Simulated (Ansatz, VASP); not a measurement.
**One calculation of PbSe, two programs**

```
CELL_PARAMETERS angstrom
0.00000 3.06582 3.21696
3.06582 0.00000 3.21696
3.06582 3.06582 0.00000
ATOMIC_POSITIONS crystal
Pb 0.00000 0.00000 0.00000
Se 0.50000 0.50000 0.50000
```

Alike in both runs: task single point; functional PBE; dispersion D3(BJ); k mesh 10 × 10 × 10; occupations gaussian, width 0.03 eV; no spin polarisation.

|  | VASP | Ansatz |
| --- | --- | --- |
| version | VASP 6.6.1 | Ansatz 0.2.0 |
| potentials or method | VASP PAW PBE potentials, release 64 (Pb_d, Se), cutoff 520 eV | scalar-relativistic, plane waves, PAW |
| valence electrons in the cell | 20 | 30 |

```csv
,VASP,Ansatz,Ansatz less VASP
gap on the k mesh at the Fermi level (eV),0.40,0.40,-0.005
least direct gap on the mesh (eV),0.40,0.40,-0.005
pressure (GPa),-1.8,-1.8,+0.02
"traceless stress, the component that is largest in VASP (GPa)",-2.94,-2.93,+0.009
```

VASP's potentials hold 20 valence electrons a cell and Ansatz's 30, so a difference there can come from the potentials and not from the codes.

Neither program's run includes spin-orbit coupling.
